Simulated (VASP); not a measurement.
The system is ZrC.

```
CELL_PARAMETERS angstrom
0.00000 2.35021 2.35021
2.35021 0.00000 2.35021
2.35021 2.35021 0.00000
ATOMIC_POSITIONS crystal
Zr 0.50000 0.50000 0.50000
C 0.00000 0.00000 0.00000
```

| Item | Value |
| --- | --- |
| Program | VASP 6.6.1 |
| Task | relaxation of cell and atoms |
| Functional | PBE |
| Dispersion | D3(BJ) |
| Potentials or basis | VASP PAW PBE potentials, release 64 (Zr_sv, C) |
| Cutoff | 600 eV |
| k mesh | 16 × 16 × 16 |
| Occupations | gaussian, width 0.1 eV |
| Spin | no spin polarisation |

At the start: pressure -3.8 GPa; volume 12.98 Å³/atom.

Question: How do energy, volume and symmetry change on relaxing?

Answer: Over 3 steps the energy falls by 2.6 meV/atom and the volume is 12.76 Å³/atom (-1.7 %); space group Fm-3m (No. 225, to 0.1 Å) before and after.

The path:
```
step  energy change (eV)  largest force (eV/Å)  pressure (GPa)  volume (Å³)
   1              0.0000                0.0000           -3.80        25.96
   2              0.0094                0.0000            6.85        24.82
   3             -0.0053                0.0000           -0.02        25.53
```

Final structure:
```xyz
2
Lattice="0.0000 2.3370 2.3370 2.3370 0.0000 2.3370 2.3370 2.3370 0.0000" Properties=species:S:1:pos:R:3 pbc="T T T"
Zr    2.3370    2.3370    2.3370
C     0.0000    0.0000    0.0000
```
